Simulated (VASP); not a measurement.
Br: single point with PBE

Br:

```
Br
1.0
     0.00000    1.81018    1.81018
     1.81018    0.00000    1.81018
     1.81018    1.81018    0.00000
Br
1
Direct
  0.00000 0.00000 0.00000
```

This cell differs from its parent crystal: volume scaled by 0.45.

- Program: VASP 6.6.1
- Task: single point
- Functional: PBE
- Potentials or basis: VASP PAW PBE potentials, release 64 (Br)
- Cutoff: 520 eV
- k mesh: 14 × 14 × 14
- Occupations: fermi-dirac, width 0.05 eV
- Spin: no spin polarisation
- Dipole correction: no
- Further INCAR settings: ALGO = Normal; EDIFF = 1e-06; NBANDS = 10

```
Pressure : 163.3 GPa
```

Levels at points of the mesh, in eV from the Fermi level:
```csv
k point,band 2,band 3,band 4,band 5,band 6,band 7
"(0.00, 0.00, 0.00)",3.63,3.63,3.63,12.20,12.20,12.20
"(0.50, 0.00, 0.00)",-13.43,1.23,1.23,9.64,10.87,10.87
"(0.50, 0.50, 0.00)",-11.99,-3.56,-3.56,3.02,3.27,28.28
```

Wall time 4.5 s on 1 thread of Intel(R) Xeon(R) 6975P-C (Granite Rapids), on a shared host, peak memory 0.13 GiB.

Caveat: an odd number of electrons without spin polarisation forces a metal; a magnetic or distorted state may lie lower.
